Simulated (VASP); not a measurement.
# SiC (Pmc2_1) in VASP: single point with PBE

Aim: the single point of SiC with PBE.

All numbers are computed with VASP 6.6.1; they aren't measurements. Logs are shortened: lines on timing, memory, paths and dates and some standing lists are left out, and cuts for length are marked.

## Step 1: The cell of the first run

Symmetry: Pmc2_1, No. 26, orthorhombic system. The conventional cell has a = 3.092 Å, b = 10.560 Å, c = 5.074 Å, α = 90.00°, β = 90.00°, γ = 90.00°. Si (site symmetry m) has 4 C at 1.89 to 1.91 Å within 2.5 Å. Within 2.3 Å of Si (site symmetry m) lie 4 C at 1.75 to 1.91 Å. Within 2.5 Å of Si (site symmetry m) lie 4 C at 1.89 to 1.91 Å. Si (site symmetry m) has 4 C at 1.89 to 1.91 Å within 2.5 Å. Within 2.5 Å of C (site symmetry m) lie 4 Si at 1.89 to 1.91 Å. Within 2.3 Å of C (site symmetry m) lie 4 Si at 1.75 to 1.91 Å. C (site symmetry m) has 4 Si at 1.89 to 1.91 Å within 2.5 Å. Within 2.5 Å of C (site symmetry m) lie 4 Si at 1.89 to 1.91 Å.

## Step 2: Single point, PBE (the distance across one plane changed)

The input, INCAR:

```
SYSTEM = SiC
PREC = Accurate ; ENCUT = 520
EDIFF = 1E-7 ; ISMEAR = 0
SIGMA = 0.05 ; LREAL = Auto
LASPH = .TRUE. ; NELM = 100
ALGO = Normal ; ISIF = 2
LWAVE = .FALSE. ; LCHARG = .FALSE.
GGA = PE ; NBANDS = 46
```

The input, KPOINTS:

```
regular mesh
0
G
  9 5 3
  0 0 0
```

The input, POSCAR:

```
SiC
1.0
    1.5458832036     -2.6775482513      0.0000000000
    0.0000000000      0.0000000000     -5.0740211774
    9.1453954114      5.2800965025      0.0000000000
Si C
8 8
Direct
    0.5000000000      0.9954364687      0.8451702382
    0.0000000000      0.9954364687      0.0845170238
    0.5000000000      0.9954364687      0.3380680952
    0.0000000000      0.9954364687      0.5916191667
    0.0000000000      0.4954364687      0.9296872621
    0.5000000000      0.4954364687      0.1690340477
    0.0000000000      0.4954364687      0.4225851191
    0.5000000000      0.4954364687      0.6761361906
    0.5000000000      0.6195635313      0.8451702382
    0.0000000000      0.6195635313      0.0845170238
    0.5000000000      0.6195635313      0.3380680952
    0.0000000000      0.6195635313      0.5916191667
    0.0000000000      0.1195635313      0.9296872621
    0.5000000000      0.1195635313      0.1690340477
    0.0000000000      0.1195635313      0.4225851191
    0.5000000000      0.1195635313      0.6761361906
```

Potentials or basis: VASP PAW PBE potentials, release 64 (Si, C).

The run is started by

```sh
> cat potpaw_PBE.64/Si/POTCAR potpaw_PBE.64/C/POTCAR > POTCAR
> mpirun -np 1 vasp_std > vasp.out
```

OUTCAR:

```text
SYSTEM = SiC
   PREC = Accurate
   ENCUT = 520
   EDIFF = 1E-7
   ISMEAR = 0
   LREAL = Auto
   LASPH = .TRUE.
   NELM = 100
   ISIF = 2
   GGA = PE

 ion  position               nearest neighbor table
   1  0.500  0.995  0.845-  16 1.89  13 1.89  13 1.89   9 1.91   2 2.96   2 2.96   4 3.09   4 3.09
                             8 3.10   8 3.10   5 3.10   5 3.10   5 3.10   5 3.10
   2  0.000  0.995  0.085-  13 1.75  14 1.89  14 1.89  10 1.91   1 2.96   1 2.96   5 3.02   5 3.02
                             3 3.09   3 3.09   6 3.10   6 3.10   6 3.10   6 3.10
   3  0.500  0.995  0.338-  14 1.89  15 1.89  15 1.89  11 1.91   2 3.09   2 3.09   4 3.09   4 3.09
                             6 3.10   6 3.10   7 3.10   7 3.10   7 3.10   7 3.10
   4  0.000  0.995  0.592-  15 1.89  16 1.89  16 1.89  12 1.91   3 3.09   1 3.09   3 3.09   1 3.09
                             7 3.10   7 3.10   8 3.10   8 3.10   8 3.10   8 3.10
   5  0.000  0.495  0.930-  10 1.75   9 1.89   9 1.89  13 1.91   6 2.96   6 2.96   2 3.02   2 3.02
                             8 3.09   8 3.09   1 3.10   1 3.10   1 3.10   1 3.10
   6  0.500  0.495  0.169-  11 1.89  10 1.89  10 1.89  14 1.91   5 2.96   5 2.96   7 3.09   7 3.09
                             3 3.10   3 3.10   2 3.10   2 3.10   2 3.10   2 3.10
   7  0.000  0.495  0.423-  12 1.89  11 1.89  11 1.89  15 1.91   6 3.09   6 3.09   8 3.09   8 3.09
                             4 3.10   4 3.10   3 3.10   3 3.10   3 3.10   3 3.10
   8  0.500  0.495  0.676-   9 1.89  12 1.89  12 1.89  16 1.91   7 3.09   5 3.09   7 3.09   5 3.09
                             1 3.10   1 3.10   4 3.10   4 3.10   4 3.10   4 3.10
   9  0.500  0.620  0.845-   8 1.89   5 1.89   5 1.89   1 1.91
  10  0.000  0.620  0.085-   5 1.75   6 1.89   6 1.89   2 1.91
  11  0.500  0.620  0.338-   6 1.89   7 1.89   7 1.89   3 1.91
  12  0.000  0.620  0.592-   7 1.89   8 1.89   8 1.89   4 1.91
  13  0.000  0.120  0.930-   2 1.75   1 1.89   1 1.89   5 1.91
  14  0.500  0.120  0.169-   3 1.89   2 1.89   2 1.89   6 1.91
  15  0.000  0.120  0.423-   4 1.89   3 1.89   3 1.89   7 1.91
  16  0.500  0.120  0.676-   1 1.89   4 1.89   4 1.89   8 1.91

  LATTYP: Found a simple orthorhombic cell.
 ALAT       =     3.0917664073
 B/A-ratio  =     1.6411398887
 C/A-ratio  =     3.4155856601

  Lattice vectors:

 A1 = (   1.5458832036,  -2.6775482513,   0.0000000000)
 A2 = (   0.0000000000,   0.0000000000,  -5.0740211774)
 A3 = (   9.1453954114,   5.2800965025,   0.0000000000)

Analysis of symmetry for initial positions (statically):
=====================================================================
 Subroutine PRICEL returns:
 Original cell was already a primitive cell.

 Routine SETGRP: Setting up the symmetry group for a
 simple orthorhombic supercell.

 Subroutine GETGRP returns: Found  4 space group operations
 (whereof  2 operations were pure point group operations)
 out of a pool of  8 trial point group operations.

The static configuration has the point symmetry C_1h.
 The point group associated with its full space group is C_2v.

Analysis of symmetry for dynamics (positions and initial velocities):
=====================================================================
 Subroutine PRICEL returns:
 Original cell was already a primitive cell.

 Routine SETGRP: Setting up the symmetry group for a
 simple orthorhombic supercell.

 Subroutine GETGRP returns: Found  4 space group operations
 (whereof  2 operations were pure point group operations)
 out of a pool of  8 trial point group operations.

The dynamic configuration has the point symmetry C_1h.
 The point group associated with its full space group is C_2v.

 Subroutine INISYM returns: Found  4 space group operations
 (whereof  2 operations are pure point group operations),
 and found     1 'primitive' translations

----------------------------------------------------------------------------------------

                                     Primitive cell

  volume of cell :     165.6650

  direct lattice vectors                    reciprocal lattice vectors
     1.545883204 -2.677548251  0.000000000     0.161719850 -0.280106997  0.000000000
     0.000000000  0.000000000 -5.074021177     0.000000000  0.000000000 -0.197082347
     9.145395411  5.280096503  0.000000000     0.082008483  0.047347619  0.000000000

  length of vectors
     3.091766407  5.074021177 10.560193005     0.323439700  0.197082347  0.094695239

  position of ions in fractional coordinates (direct lattice)
     0.500000000  0.995436469  0.845170238
     1.000000000  0.995436469  0.084517024
     0.500000000  0.995436469  0.338068095
[... 44 lines left out ...]
     0.017968872 -0.031123000  0.000000000     0.111111111  0.000000000  0.000000000
     0.000000000  0.000000000 -0.039416469     0.000000000  0.200000000  0.000000000
     0.027336161  0.015782540  0.000000000     0.000000000  0.000000000  0.333333333

  Length of vectors
     0.035937744  0.039416469  0.031565080

  Shift w.r.t. Gamma in fractional coordinates (k-lattice)
     0.000000000  0.000000000  0.000000000

 Subroutine IBZKPT returns following result:
 ===========================================

 Found     30 irreducible k-points:

 Following reciprocal coordinates:
            Coordinates               Weight
  0.000000  0.000000  0.000000      1.000000
  0.111111  0.000000 -0.000000      2.000000
  0.222222  0.000000  0.000000      2.000000
  0.333333  0.000000  0.000000      2.000000
  0.444444  0.000000  0.000000      2.000000
  0.000000  0.200000  0.000000      2.000000
[... 16 lines left out ...]
  0.222222  0.200000  0.333333      8.000000
  0.333333  0.200000  0.333333      8.000000
 [... further k-points ...]
   k-points           NKPTS =     30   k-points in BZ     NKDIM =     30   number of bands    NBANDS=     46
   number of dos      NEDOS =    301   number of ions     NIONS =     16
   total plane-waves  NPLWV =  76800
   dimension x,y,z NGX =    24 NGY =   40 NGZ =   80
   dimension x,y,z NGXF=    48 NGYF=   80 NGZF=  160
   ions per type =               8   8
   NGX,Y,Z   is equivalent  to a cutoff of  12.90, 13.11, 12.59 a.u.
   NGXF,Y,Z  is equivalent  to a cutoff of  25.81, 26.21, 25.19 a.u.
 SYSTEM =  SiC
   PREC   = accura    normal or accurate (medium, high low for compatibility)
   ISTART =      0    job   : 0-new  1-cont  2-samecut
   ICHARG =      2    charge: 1-file 2-atom 10-const
   ISPIN  =      1    spin polarized calculation?
   LNONCOLLINEAR =      F non collinear calculations
   LSORBIT =      F    spin-orbit coupling
   LASPH  =      T    aspherical Exc in radial PAW
   ENCUT  =  520.0 eV  38.22 Ry    6.18 a.u.   5.75  9.43 19.63*2*pi/ulx,y,z
   NELM   =    100;   NELMIN=  2; NELMDL= -5     # of ELM steps
   EDIFF  = 0.1E-06   stopping-criterion for ELM
   LREAL  =      T    real-space projection
   EDIFFG = 0.1E-05   stopping-criterion for IOM
   NSW    =      0    number of steps for IOM
   IBRION =     -1    ionic relax: 0-MD 1-quasi-New 2-CG
   NFREE  =      0    steps in history (QN), initial steepest desc. (CG)
   ISIF   =      2    stress and relaxation
   ISYM   =      2    0-nonsym 1-usesym 2-fastsym
   POTIM  = 0.5000    time-step for ionic-motion
   TEBEG  =    0.0;   TEEND  =   0.0 temperature during run
   PSTRESS=    0.0 pullay stress
   NELECT =      64.0000    total number of electrons
   NUPDOWN=      -1.0000    fix difference up-down
   EMIN   =  10.00;   EMAX   =-10.00  energy-range for DOS
   EFERMI =   0.00;   METHOD = LEGACY
   ISMEAR =     0;   SIGMA  =   0.05  broadening in eV -4-tet -1-fermi 0-gaus
   EFERMI_NEDOS =   21; number of points for ismear=-14 and -15
   IALGO  =     38    algorithm
   IMIX   =      4    mixing-type and parameters
     AMIX     =   0.40;   BMIX     =  1.00
     AMIX_MAG =   1.60;   BMIX_MAG =  1.00
  volume/ion in A,a.u.               =      10.35        69.87
  Fermi-wavevector in a.u.,A,eV,Ry     =   1.192316  2.253150 19.342266  1.421616
  Thomas-Fermi vector in A             =   2.328357
   LORBIT       =      0    0 simple, 1 ext, 2 COOP (PROOUT), +10 PAW based schemes
   GGA     = PE    functional components
   LHFCALC =     F    Hartree Fock is set to
   AEXX    =    0.0000 exact exchange contribution
   IVDW    =     0    specifies the selected vdW correction
   LEPSILON=     F    determine dielectric tensor
   LRPA    =     F    only Hartree local field effects (RPA)
 non-spin polarized calculation
 Gauss-broadening in eV      SIGMA  =   0.05
  energy-cutoff  :      520.00
  volume of cell :      165.67
 maximum number of plane-waves:      4485
 NGX is ok and might be reduce to    24
   NGX = 11   NGY = 19   NGZ = 39

 number of electron      63.9999994 magnetization

 Free energy of the ion-electron system (eV)
  ---------------------------------------------------
  ext. energy  EPLUGINS =         0.00000000
  ---------------------------------------------------
  free energy    TOTEN  =      -120.05857108 eV

  energy without entropy =     -120.05857108  energy(sigma->0) =     -120.05857108

 E-fermi :   8.5371     XC(G=0): -11.3434

 val. band max:        8.2608383960   @ k =   0.0000   0.0000   0.0000
 cond. band min:      10.4962628718   @ k =   0.3333   0.0000   0.0000
 fundamental gap:      2.2354244758
 Fermi energy:         8.5371113052

 k-point     1 :       0.0000    0.0000    0.0000
  band No.  band energies     occupation
      1      -7.3692      2.00000
      2      -6.3280      2.00000
      3      -6.1121      2.00000
      4      -3.9528      2.00000
      5      -3.7969      2.00000
      6      -3.0102      2.00000
[... 1117 lines left out ...]
     43      14.8318      0.00000
     44      15.3964      0.00000

 [... further k-points ...]

 [bands above 44 left out]

------------------------ aborting loop because EDIFF is reached ----------------------------------------

  FORCE on cell =-STRESS in cart. coord.  units (eV):
  Direction    XX          YY          ZZ          XY          YZ          ZX
  --------------------------------------------------------------------------------------
  -------------------------------------------------------------------------------------
  Total        8.2292294      3.0056810      0.7353796      4.5237256      0.0000000      0.0000000
  in kB       79.5864155     29.0685032      7.1119939     43.7497954      0.0000000      0.0000000
  external PRESSURE =      38.5889708 kB  Pullay stress =       0.0000000 kB

 VOLUME and BASIS-vectors are now :
 -----------------------------------------------------------------------------
  energy-cutoff  :      520.00
  volume of cell :      165.67
      direct lattice vectors                 reciprocal lattice vectors
     1.545883204 -2.677548251  0.000000000     0.161719850 -0.280106997  0.000000000
     0.000000000  0.000000000 -5.074021177     0.000000000  0.000000000 -0.197082347
     9.145395411  5.280096503  0.000000000     0.082008483  0.047347619  0.000000000

 POSITION                                       TOTAL-FORCE (eV/Angst)
 -----------------------------------------------------------------------------------
      8.50236      3.12381     -5.05087        -0.400570     -0.231269      0.078530
      0.77294      0.44626     -5.05087         2.148003      1.240150      0.551567
      3.86471      0.44626     -5.05087        -0.005300     -0.003060     -0.059039
      5.41059      3.12381     -5.05087        -0.019939     -0.011512      0.017336
      8.50236      4.90884     -2.51386        -2.148003     -1.240150      0.551567
      2.31882     -0.44626     -2.51386         0.400570      0.231269      0.078530
[... 8 lines left out ...]
      3.86471      2.23129     -0.60667         0.042997      0.024825      0.002695
      6.95647      2.23129     -0.60667         0.039152      0.022605      0.004368
 -----------------------------------------------------------------------------------
    total drift:                                0.000002      0.000001     -0.028555

  FREE ENERGIE OF THE ION-ELECTRON SYSTEM (eV)
  ---------------------------------------------------
  free  energy   TOTEN  =      -120.0585710831 eV

  energy  without entropy=     -120.0585710831  energy(sigma->0) =     -120.05857108
```

It took 2.3 min on 1 thread of Intel Xeon 6975P-C (Granite Rapids), shared host; peak memory 0.32 GiB.

Results:

```
Free energy            : -120.0586 eV
Pressure               : 3.9 GPa
Largest force          : 2.581 eV/Å
Band gap on the k mesh : 2.24 eV
```

Forces in eV/Å, atoms in the order of the input:
```
Si  -0.401 -0.231  0.079
Si   2.148  1.240  0.552
Si  -0.005 -0.003 -0.059
Si  -0.020 -0.012  0.017
Si  -2.148 -1.240  0.552
Si   0.401  0.231  0.079
Si   0.020  0.012  0.017
Si   0.005  0.003 -0.059
C   -0.273 -0.158  0.119
C    2.148  1.240 -0.714
C   -0.039 -0.023  0.004
C   -0.043 -0.025  0.003
C   -2.148 -1.240 -0.714
C    0.273  0.158  0.119
C    0.043  0.025  0.003
C    0.039  0.023  0.004
```

Caveat: the cell differs from its parent crystal (the distance across one plane changed); the stress differs along the axes, from 1 to 8 GPa; forces of over 1 eV/Å act on the atoms, so gaps and moduli don't describe the material at rest.
